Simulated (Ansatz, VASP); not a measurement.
# Two plane-wave programs on Mg

```
CELL_PARAMETERS angstrom
3.20927 0.00000 0.00000
-1.60464 2.77931 0.00000
0.00000 0.00000 5.21033
ATOMIC_POSITIONS crystal
Mg 0.19311 0.66667 0.25000
Mg 0.66667 0.33333 0.75000
```

Alike in both runs: task single point; functional PBEsol; k mesh 18 × 18 × 10; occupations gaussian, width 0.15 eV; no spin polarisation.

|  | VASP | Ansatz |
| --- | --- | --- |
| version | VASP 6.6.1 | Ansatz 0.2.0 |
| potentials or method | VASP PAW PBE potentials, release 64 (Mg), cutoff 520 eV | scalar-relativistic, plane waves, PAW |
| valence electrons in the cell | 4 | 20 |

|  | VASP | Ansatz | Ansatz less VASP |
| --- | --- | --- | --- |
| gap on the k mesh at the Fermi level (eV) | none | none | - |
| pressure (GPa) | -0.8 | -0.7 | +0.05 |
| traceless stress, the component that is largest in VASP (GPa) | 1.01 | 1.00 | -0.007 |
| rms of the force components (eV/Å) | 0.174 | 0.173 | -0.0010 |

VASP's potentials were made for PBE, not for PBEsol. Atom by atom the forces differ by 0.001 eV/Å (rms over components). A gap of «none» marks a metal or a gap that the smearing closes. VASP's potentials hold 4 valence electrons a cell and Ansatz's 20, so a difference there can come from the potentials and not from the codes.
